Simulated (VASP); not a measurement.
A run of VASP 6.6.1 is set up as follows.

The input INCAR:

```
SYSTEM = SnO2
ALGO = Normal
EDIFF = 1E-6
ENCUT = 520
GGA = PE
ISIF = 2
ISMEAR = 0
LASPH = .TRUE.
LCHARG = .TRUE.
LELF = .TRUE.
LREAL = .FALSE.
LVHAR = .TRUE.
LWAVE = .FALSE.
NBANDS = 35
NELM = 80
PREC = Accurate
SIGMA = 0.01
```

KPOINTS

```
k-points
0
G
  4 4 6
  0 0 0
```

The input POSCAR:

```
SnO2
1.0
    4.6081258586      0.0000000000      0.0000000000
    0.0000000000      4.6081258586      0.0000000000
    0.0000000000      0.0000000000      3.0991542947
Sn O
2 4
Direct
    0.0000000000      0.0000000000      0.0000000000
    0.5000000000      0.5000000000      0.5000000000
    0.3071000000      0.3071000000      0.0000000000
    0.1929000000      0.8071000000      0.5000000000
    0.6929000000      0.6929000000      0.0000000000
    0.8071000000      0.1929000000      0.5000000000
```

Potentials or basis: VASP PAW PBE potentials, release 64 (Sn_d, O).

Run with:

```sh
$ cat potpaw_PBE.64/Sn_d/POTCAR potpaw_PBE.64/O/POTCAR > POTCAR
$ mpirun -np 1 vasp_std > vasp.out
```

Estimate the largest force.

0.689 eV/Å.

Predict the pressure.

35.5 GPa.

Estimate the band gap on the k mesh.

2.30 eV, direct.

Forces on the atoms (eV/Å):
```
Sn   0.000  0.000  0.000
Sn   0.000  0.000  0.000
O   -0.487 -0.487  0.000
O    0.487 -0.487  0.000
O    0.487  0.487  0.000
O   -0.487  0.487  0.000
```

Caveat: spin-orbit coupling is left out, which moves the levels of the heavy elements.
